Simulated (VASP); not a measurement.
# MgS (P1) in VASP: further runs

MgS is run at these levels: PBE; tasks: single point, relaxation of cell and atoms.

Program: VASP 6.6.1. These are calculated values, not measurements. Logs are shortened: lines on timing, memory, paths and dates and some standing lists are left out, and cuts for length are marked.

### 1 The cell of the first run

The typed cell holds 4 atoms: a = 3.701 Å, b = 3.703 Å, c = 6.404 Å, α = 73.17°, β = 73.13°, γ = 59.89°.

### 2 Single point, PBE

Input file INCAR:

```
  PREC = Accurate
  ENCUT = 520
  EDIFF = 1E-7
  ISMEAR = 0
  SIGMA = 0.1
  LREAL = F
  LASPH = T
  NELM = 80
  ALGO = Normal
  ISIF = 2
  LWAVE = F
  LCHARG = F
  GGA = PE
  NBANDS = 16
```

Input file KPOINTS:

```
Automatic mesh
0
Gamma
  6 6 6
```

Input file POSCAR:

```
MgS
1.0
   -0.0024534475     -2.6140944452     -2.6194148473
   -2.6173346571     -0.0020310012     -2.6198186122
    2.6121424044      2.6101450076     -5.2323711674
Mg S
2 2
Direct
    1.0000997555      0.9998793883     -0.0001389650
    0.5003769157      0.4996194489      0.4998919666
    0.2498248027      0.2502715334      0.2501085569
    0.7496985262      0.7502296295      0.7501384415
```

Potentials or basis: VASP PAW PBE potentials, release 64 (Mg, S).

The run is started by

```sh
cat potpaw_PBE.64/Mg/POTCAR potpaw_PBE.64/S/POTCAR > POTCAR
mpirun -np 1 vasp_std > vasp.out
```

OUTCAR:

```text
PREC = Accurate
   ENCUT = 520
   EDIFF = 1E-7
   ISMEAR = 0
   LREAL = F
   LASPH = T
   NELM = 80
   ISIF = 2
   GGA = PE

 ion  position               nearest neighbor table
   1  0.000  1.000  1.000-   4 2.61   3 2.61   3 2.62   4 2.62   4 2.62   3 2.62
   2  0.500  0.500  0.500-   3 2.61   4 2.61   4 2.62   3 2.62   3 2.62   4 2.62
   3  0.250  0.250  0.250-   2 2.61   1 2.61   1 2.62   2 2.62   2 2.62   1 2.62
   4  0.750  0.750  0.750-   1 2.61   2 2.61   2 2.62   1 2.62   1 2.62   2 2.62

  Warning from LATTYP: Got some problem with cell dimensions!
  Tried to take original basis but could not verify dimensions!
  LATTYP: Found a triclinic cell.
 ALAT       =     3.6960085686
 B/A-ratio  =     1.0012565088
 C/A-ratio  =     1.7323653663
 COS(alpha) =     0.0000866824
 COS(beta)  =     0.2894677363
 COS(gamma) =     0.4986756135

  Lattice vectors:

 A1 = (   2.6148812096,  -2.6120634440,   0.0004037649)
 A2 = (  -0.0024534475,  -2.6140944452,  -2.6194148473)
 A3 = (   5.2294770615,   2.6121760088,  -2.6125525552)

Analysis of symmetry for initial positions (statically):
=====================================================================
 Subroutine PRICEL returns:
 Original cell was already a primitive cell.

 Routine SETGRP: Setting up the symmetry group for a
 triclinic supercell.

 Subroutine GETGRP returns: Found  1 space group operations
 (whereof  1 operations were pure point group operations)
 out of a pool of  2 trial point group operations.

The static configuration has the point symmetry C_1 .

Analysis of symmetry for dynamics (positions and initial velocities):
=====================================================================
 Subroutine PRICEL returns:
 Original cell was already a primitive cell.

 Routine SETGRP: Setting up the symmetry group for a
 triclinic supercell.

 Subroutine GETGRP returns: Found  1 space group operations
 (whereof  1 operations were pure point group operations)
 out of a pool of  2 trial point group operations.

The dynamic configuration has the point symmetry C_1 .

 Subroutine INISYM returns: Found  1 space group operations
 (whereof  1 operations are pure point group operations),
 and found     1 'primitive' translations

----------------------------------------------------------------------------------------
[... 96 lines left out ...]
   NELM   =     80;   NELMIN=  2; NELMDL= -5     # of ELM steps
   EDIFF  = 0.1E-06   stopping-criterion for ELM
   LREAL  =      F    real-space projection
   EDIFFG = 0.1E-05   stopping-criterion for IOM
   NSW    =      0    number of steps for IOM
   IBRION =     -1    ionic relax: 0-MD 1-quasi-New 2-CG
   NFREE  =      0    steps in history (QN), initial steepest desc. (CG)
   ISIF   =      2    stress and relaxation
   ISYM   =      2    0-nonsym 1-usesym 2-fastsym
   POTIM  = 0.5000    time-step for ionic-motion
   TEBEG  =    0.0;   TEEND  =   0.0 temperature during run
   PSTRESS=    0.0 pullay stress
   NELECT =      16.0000    total number of electrons
   NUPDOWN=      -1.0000    fix difference up-down
   EMIN   =  10.00;   EMAX   =-10.00  energy-range for DOS
   EFERMI =   0.00;   METHOD = LEGACY
   ISMEAR =     0;   SIGMA  =   0.10  broadening in eV -4-tet -1-fermi 0-gaus
   EFERMI_NEDOS =   21; number of points for ismear=-14 and -15
   IALGO  =     38    algorithm
   IMIX   =      4    mixing-type and parameters
     AMIX     =   0.40;   BMIX     =  1.00
     AMIX_MAG =   1.60;   BMIX_MAG =  1.00
  volume/ion in A,a.u.               =      17.89       120.72
  Fermi-wavevector in a.u.,A,eV,Ry     =   0.993663  1.877750 13.433922  0.987365
  Thomas-Fermi vector in A             =   2.125560
   LORBIT       =      0    0 simple, 1 ext, 2 COOP (PROOUT), +10 PAW based schemes
   GGA     = PE    functional components
   LHFCALC =     F    Hartree Fock is set to
   AEXX    =    0.0000 exact exchange contribution
   IVDW    =     0    specifies the selected vdW correction
   LEPSILON=     F    determine dielectric tensor
   LRPA    =     F    only Hartree local field effects (RPA)
 non-spin polarized calculation
 Gauss-broadening in eV      SIGMA  =   0.10
  energy-cutoff  :      520.00
  volume of cell :       71.55
 maximum number of plane-waves:      1948
   NGX = 13   NGY = 13   NGZ = 23

 number of electron      15.9999997 magnetization

 Free energy of the ion-electron system (eV)
  ---------------------------------------------------
  ext. energy  EPLUGINS =         0.00000000
  ---------------------------------------------------
  free energy    TOTEN  =       -17.00336701 eV

  energy without entropy =      -17.00336701  energy(sigma->0) =      -17.00336701

 E-fermi :   4.0564     XC(G=0):  -9.6233

 val. band max:        3.5971129947   @ k =   0.0000   0.0000   0.0000
 cond. band min:       6.3223256489   @ k =   0.5000   0.0000   0.5000
 fundamental gap:      2.7252126542
 Fermi energy:         4.0564441473

 k-point     1 :       0.0000    0.0000    0.0000
  band No.  band energies     occupation
      1      -8.9912      2.00000
      2      -7.7227      2.00000
      3      -1.1558      2.00000
      4       3.0054      2.00000
      5       3.0166      2.00000
      6       3.5780      2.00000
[... 433 lines left out ...]
      3      -0.7543      2.00000
      4      -0.2498      2.00000
      5       1.3209      2.00000
      6       2.0425      2.00000
[... 8 lines left out ...]
     15      13.5231      0.00000
     16      13.7980      0.00000

 [... further k-points ...]

------------------------ aborting loop because EDIFF is reached ----------------------------------------

  FORCE on cell =-STRESS in cart. coord.  units (eV):
  Direction    XX          YY          ZZ          XY          YZ          ZX
  --------------------------------------------------------------------------------------
  -------------------------------------------------------------------------------------
  Total       -0.1436200     -0.0968985     -0.1841249     -0.0164071     -0.0214073     -0.0289182
  in kB       -3.2158647     -2.1697006     -4.1228295     -0.3673802     -0.4793410     -0.6475219
  external PRESSURE =      -3.1694649 kB  Pullay stress =       0.0000000 kB

 VOLUME and BASIS-vectors are now :
 -----------------------------------------------------------------------------
  energy-cutoff  :      520.00
  volume of cell :       71.55
      direct lattice vectors                 reciprocal lattice vectors
    -0.002453447 -2.614094445 -2.619414847     0.095715579 -0.287035008 -0.095402305
    -2.617334657 -0.002031001 -2.619818612    -0.286710204  0.095804863 -0.095341726
     2.612142404  2.610145008 -5.232371167     0.095637313  0.095725701 -0.095620846

 POSITION                                       TOTAL-FORCE (eV/Angst)
 -----------------------------------------------------------------------------------
     -0.00524      2.60749     -7.85141        -0.000003      0.004258     -0.004122
     -0.00311     -0.00426     -5.23523        -0.003367      0.005535     -0.002599
     -0.00234     -0.00075     -2.61872         0.002336     -0.003878      0.003480
     -0.00597     -0.00334     -7.85424         0.001034     -0.005915      0.003240
 -----------------------------------------------------------------------------------
    total drift:                               -0.000012      0.000022     -0.000009

  FREE ENERGIE OF THE ION-ELECTRON SYSTEM (eV)
  ---------------------------------------------------
  free  energy   TOTEN  =       -17.0033670119 eV

  energy  without entropy=      -17.0033670119  energy(sigma->0) =      -17.00336701
```

stdout:

```text
POSCAR found type information on POSCAR MgS
 POSCAR found :  2 types and       4 ions
 scaLAPACK will be used
 LDA part: xc-table for (Slater+PW92), standard interpolation
 POSCAR, INCAR and KPOINTS ok, starting setup
 FFT: planning ... GRIDC
 FFT: planning ... GRID_SOFT
 FFT: planning ... GRID
 WAVECAR not read
 entering main loop
```

Wall time 43 s (1 thread of Intel Xeon 6975P-C (Granite Rapids), shared host); peak memory 0.26 GiB.

What came out:

- Free energy: -17.0034 eV
- Pressure: -0.3 GPa
- Largest force: 0.007 eV/Å
- Band gap on the k mesh: 2.73 eV

Forces on the atoms (eV/Å):
```
Mg   0.000  0.004 -0.004
Mg  -0.003  0.006 -0.003
S    0.002 -0.004  0.003
S    0.001 -0.006  0.003
```

A k mesh can miss the band edges.

### 3 Relaxation of cell and atoms, PBE

This run uses another cell than the first one, of 18.79 Å³/atom.

Input file INCAR:

```
SYSTEM = MgS
PREC = Accurate
ENCUT = 600
EDIFF = 1E-6
ISMEAR = 0
SIGMA = 0.1
LREAL = .FALSE.
LASPH = .TRUE.
NELM = 80
ALGO = Normal
ISIF = 3
LWAVE = .FALSE.
LCHARG = .FALSE.
GGA = PE
IBRION = 2
NSW = 80
EDIFFG = -0.025
```

Input file KPOINTS:

```
Automatic mesh
0
G
  6 6 6
  0 0 0
```

Input file POSCAR:

```
MgS
1.0
    0.0364611956     -2.6920046665     -2.5887275338
   -2.6258917063      0.0274529669     -2.5797193050
    2.7073875418      2.7464758159     -5.2683874126
Mg S
2 2
Direct
    0.9993354668      0.9990314870     -0.0063431383
    0.5176639312      0.4786050719      0.5015888504
    0.2528805620      0.2805477605      0.2488263189
    0.7301200400      0.7418156806      0.7559279690
```

Potentials or basis: VASP PAW PBE potentials, release 64 (Mg, S).

The run is started by

```sh
cat potpaw_PBE.64/Mg/POTCAR potpaw_PBE.64/S/POTCAR > POTCAR
mpirun -np 1 vasp_std > vasp.out
```

It took 5.2 min on 1 thread of Intel Xeon 6975P-C (Granite Rapids), shared host; peak memory 0.3 GiB.

Results (log left out):

```
Free energy                           : -17.0044 eV
Relaxed volume                        : 17.82 Å³/atom
Relaxed cell                          : a = 3.695 Å, b = 3.695 Å, c = 6.392 Å, α = 73.26°, β = 73.26°, γ = 59.99°
Space group after relaxing (to 0.1 Å) : Fm-3m (No. 225)
Energy gained by relaxing             : 27.4 meV/atom
Ionic steps                           : 11
Pressure after relaxing               : 0.0 GPa
Largest force after relaxing          : 0.022 eV/Å
Band gap on the k mesh                : 2.74 eV
```

Forces on the atoms (eV/Å):
```
Mg   0.010 -0.018  0.004
Mg  -0.001  0.002  0.007
S    0.001  0.018 -0.012
S   -0.011 -0.002  0.001
```

The path:
| step | energy change (eV) | largest force (eV/Å) | pressure (GPa) | volume (Å³) |
| --- | --- | --- | --- | --- |
| 1 | 0.0000 | 0.3372 | -2.94 | 75.16 |
| 2 | -0.0636 | 0.3679 | 0.28 | 71.46 |
| 3 | -0.0656 | 0.3729 | 1.02 | 70.74 |
| 4 | -0.0866 | 0.2709 | 0.52 | 71.02 |
| 5 | -0.0947 | 0.2048 | 0.07 | 71.34 |
| 6 | -0.1032 | 0.1271 | -0.22 | 71.54 |
| 7 | -0.1074 | 0.0739 | -0.57 | 71.83 |
| 8 | -0.1084 | 0.0442 | 0.48 | 70.82 |
| 9 | -0.1090 | 0.0530 | 0.08 | 71.20 |
| 10 | -0.1095 | 0.0314 | 0.03 | 71.25 |
| 11 | -0.1096 | 0.0217 | -0.01 | 71.28 |

Final structure:
```
Mg S
1.0
    -0.00161   -2.61401   -2.61209
    -2.61398   -0.00136   -2.61218
     2.61010    2.61057   -5.21793
Mg S
2 2
Direct
  0.99850 0.00124 0.00019
  0.50065 0.49978 0.50014
  0.25078 0.24938 0.24963
  0.75007 0.74960 0.75004
```

Levels at points of the mesh, in eV from the valence-band top:
```
           k point  band 4  band 5  band 6  band 7  band 8  band 9  band 10  band 11  band 12
(0.00, 0.00, 0.00)   -0.59   -0.59   -0.01    0.00    0.00    3.61     4.52     6.88     6.88
(0.50, 0.00, 0.00)   -3.98   -2.18   -2.17   -1.20   -1.19    4.38     4.38     6.72     6.73
(0.00, 0.50, 0.00)   -3.99   -2.17   -2.17   -1.20   -1.19    4.38     4.38     6.72     6.73
(0.50, 0.50, 0.00)   -4.14   -1.67   -1.66   -0.58   -0.57    2.74     4.42     4.53     6.90
(0.00, 0.00, 0.50)   -2.78   -0.33   -0.33   -0.32   -0.32    4.90     4.90     7.79     7.80
(0.50, 0.00, 0.50)   -4.14   -1.67   -1.65   -0.59   -0.58    2.74     4.43     4.52     6.89
(0.00, 0.50, 0.50)   -4.14   -1.67   -1.65   -0.59   -0.58    2.74     4.43     4.52     6.89
(0.50, 0.50, 0.50)   -3.99   -2.17   -2.17   -1.19   -1.19    4.38     4.38     6.72     6.72
```
